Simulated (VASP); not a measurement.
Runs of VASP 6.6.1 on Fe. The structure is that of space group Im-3m (No. 229), or close to it. The cells are those of the table. 

```tsv
cell	gap on the mesh (eV)	pressure (GPa)	moment (μB)
a = 2.482 Å, angles 109.5°, 1 atom	none	-0.4	2.65
a = 2.457 Å, angles 109.5°, 1 atom	none	(a)	(b)
a = 2.531 Å, angles 109.5°, 1 atom	none	(c)	2.69
a = 2.432 Å, angles 109.5°, 1 atom	none	12.5	2.59
a = 2.507 Å, angles 109.5°, 1 atom	none	-5.8	2.66
```

Alike in all rows: task single point; level r2SCAN; potentials or basis VASP PAW PBE potentials, release 64 (Fe); spin collinear, ferromagnetic start; k mesh 20 × 20 × 20; cutoff (eV) 520; smearing gaussian 0.1 eV.

Question: Fill in the values left out.

Answer: (a) 5.8; (b) 2.63; (c) -9.8.

Caveats: the PAW data sets were made with another functional, which shifts forces and pressure a little; the cell stands under pressure (at least some runs); the cell stands under tension (at least some runs).

A gap of «none» marks levels without a gap at the run's occupations.
